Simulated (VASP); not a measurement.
Set up this calculation in VASP 6.6.1, as the native input.

| Item | Value |
| --- | --- |
| Task | single point |
| Functional | PBEsol |
| Potentials or basis | VASP PAW PBE potentials, release 64 (Ru_pv) |
| Cutoff | 520 eV |
| k mesh | 20 × 20 × 20 |
| Occupations | gaussian, width 0.1 eV |
| Spin | no spin polarisation |
| Dipole correction | no |
| Further INCAR settings | ALGO = Fast; EDIFF = 1e-07; NBANDS = 13 |

The structure of Ru lies in POSCAR:

```
Ru
1.0
    0.0000000000      1.8844165898      1.8844165898
    1.8844165898      0.0000000000      1.8844165898
    1.8844165898      1.8844165898      0.0000000000
Ru
1
Direct
    0.0000000000      0.0000000000      0.0000000000
```

One way to write it, as run:

INCAR

```
SYSTEM = Ru
PREC = Accurate
ENCUT = 520
EDIFF = 1E-7
ISMEAR = 0
SIGMA = 0.1
LREAL = .False.
LASPH = .True.
NELM = 60
ALGO = Fast
ISIF = 2
LWAVE = .False.
LCHARG = .True.
GGA = PS
LELF = .True.
LVHAR = .True.
NBANDS = 13
```

KPOINTS

```
regular mesh
0
Gamma
  20 20 20
  0 0 0
```

Potentials or basis: VASP PAW PBE potentials, release 64 (Ru_pv).

Command:

```sh
$ cat potpaw_PBE.64/Ru_pv/POTCAR > POTCAR
$ mpirun -np 1 vasp_std > vasp.out
```

Results of the run:

```json
{"Pressure": "0.0 GPa", "Band gap on the k mesh": "zero (band 7 reaches 15.21 eV, above the bottom of band 8 at 11.49 eV)"}
```

Caveat: the PAW data sets were made with another functional, which shifts forces and pressure a little.

Run time: 17 s on 1 thread of Intel(R) Xeon(R) 6975P-C (Granite Rapids) (shared host), peak memory 0.15 GiB.
